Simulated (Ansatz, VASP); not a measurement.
Given: the input of a run of VASP 6.6.1 on Hf.

File INCAR:

```
SYSTEM = Hf
PREC     = Accurate       ! precision mode
ENCUT    = 600            ! plane-wave cutoff, eV
EDIFF    = 1E-7           ! SCF threshold, eV
ISMEAR   = -1             ! smearing method
SIGMA    = 0.05           ! smearing width, eV
LREAL    = .False.        ! projectors in reciprocal space
LASPH    = .True.         ! aspherical terms in the spheres
NELM     = 80             ! most SCF steps
ALGO     = Fast           ! electronic algorithm
ISIF     = 3              ! what is computed and relaxed
LWAVE    = .False.        ! write WAVECAR
LCHARG   = .False.        ! write CHGCAR
GGA      = PE             ! functional
IVDW     = 12             ! dispersion correction
IBRION   = 2              ! ionic algorithm
NSW      = 60             ! ionic steps
EDIFFG   = -0.01          ! ionic threshold
```

Contents of KPOINTS:

```
regular mesh
0
Gamma
  11 11 10
  0 0 0
```

File POSCAR:

```
Hf
1.0
    0.1192699600      2.3430520200      1.9928205800
    2.3210866400      0.1247983600      1.9872921700
    2.4497549800      2.4661919600     -0.0038699800
Hf
1
Direct
    0.0000000000      0.0000000000      0.0000000000
```

Potentials or basis: VASP PAW PBE potentials, release 64 (Hf_pv).

Command:

```sh
$ cat potpaw_PBE.64/Hf_pv/POTCAR > POTCAR
$ mpirun -np 1 vasp_std > vasp.out
```

**Question.** Set up the same calculation for Ansatz 0.2.0. Potentials there: Ansatz PAW.

**Answer.** As run (the cutoff follows the program's own potentials):

input.yaml

```yaml
crystal:
  lattice:
    - [0.11926996, 2.34305202, 1.99282058]
    - [2.32108664, 0.12479836, 1.98729217]
    - [2.44975498, 2.46619196, -0.00386998]
  atoms:
    - { symbol: Hf, position: [0.0, 0.0, 0.0] }
hamiltonian:
  xc: pbe
  pseudopotentials: { kind: paw }
  dispersion: d3bj
kpoints:
  mp_grid: { grid: [11, 11, 10] }
scf:
  occupations: { method: fermi_dirac, width: 0.05 }
output:
  forces: true
  stress: true
  eigenvalues: true
relax:
  f_tol: 0.01
  max_steps: 40
  cell: { stress_tol: 0.05 }
```

Potentials or basis: Ansatz PAW.

Run with:

```bash
$ ansatz run input.yaml --threads 2 --pin off --max-ram 5632MiB --backend cpu --events-out ev --progress --plain --runs-dir out
```

Both were run:

|  | VASP | Ansatz | Ansatz less VASP |
| --- | --- | --- | --- |
| gap on the k mesh at the Fermi level, each at its own relaxed structure (eV) | none | none | - |
| relaxed volume (Å³/atom) | 21.71 | 21.80 | +0.088 |
| relaxed length of the cell vector where the two differ most in proportion (Å) | 3.131 | 3.136 | +0.0047 |

A gap of «none» marks a metal or a gap that the smearing closes. VASP's potentials hold 10 valence electrons a cell and Ansatz's 26, so a difference there can come from the potentials and not from the codes.

Spin-orbit coupling is off throughout. Noted on Ansatz's run: the plane-wave basis is chosen anew once the cell has moved, so the energies of steps on either side of that aren't comparable.
